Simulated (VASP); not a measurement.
Crystal: Ta2GeO.

```
Ta Ge O
1.0
     2.46329    1.42218    3.05048
    -2.46329    1.42218    3.05048
     0.00000   -2.84437    3.05048
Ta Ge O
2 1 1
Direct
  0.77222 0.77222 0.77222
  0.22778 0.22778 0.22778
  0.00000 0.00000 0.00000
  0.50000 0.50000 0.50000
```

- Program: VASP 6.6.1
- Task: relaxation of cell and atoms
- Functional: PBE
- Potentials or basis: VASP PAW PBE potentials, release 64 (Ta_pv, Ge_d, O)
- Cutoff: 600 eV
- k mesh: 6 × 6 × 6
- Occupations: gaussian, width 0.1 eV
- Spin: no spin polarisation

At the start: pressure 22.9 GPa; volume 16.03 Å³/atom.

**Question.** How do energy, volume and symmetry change on relaxing?

**Answer.** Over 12 steps the energy falls by 1390.2 meV/atom and the volume is 14.46 Å³/atom (-9.8 %); space group R-3m (No. 166, to 0.05 Å).

The path:
```tsv
step	energy change (eV)	largest force (eV/Å)	pressure (GPa)	volume (Å³)
1	0.0000	11.7690	22.89	64.12
2	-1.9877	1.7099	-11.57	79.30
3	-2.5784	0.7485	-16.77	77.78
4	-2.9623	0.3295	-20.19	76.53
5	-4.2825	0.5702	-25.62	71.16
6	-4.3370	1.8159	-18.78	67.85
7	-4.4415	1.0826	-23.29	69.38
8	-4.4412	1.1993	-22.49	69.03
9	-4.9231	1.8759	29.09	51.82
10	-5.5602	0.0310	-0.84	58.13
11	-5.5606	0.0136	-0.15	57.92
12	-5.5609	0.0372	0.15	57.85
```

Final structure:
```
Ta Ge O
1.0
     2.21922    1.28127    3.39102
    -2.21922    1.28127    3.39102
     0.00000   -2.56254    3.39102
Ta Ge O
2 1 1
Direct
  0.73755 0.73755 0.73755
  0.26245 0.26245 0.26245
  0.00000 0.00000 0.00000
  0.50000 0.50000 0.50000
```
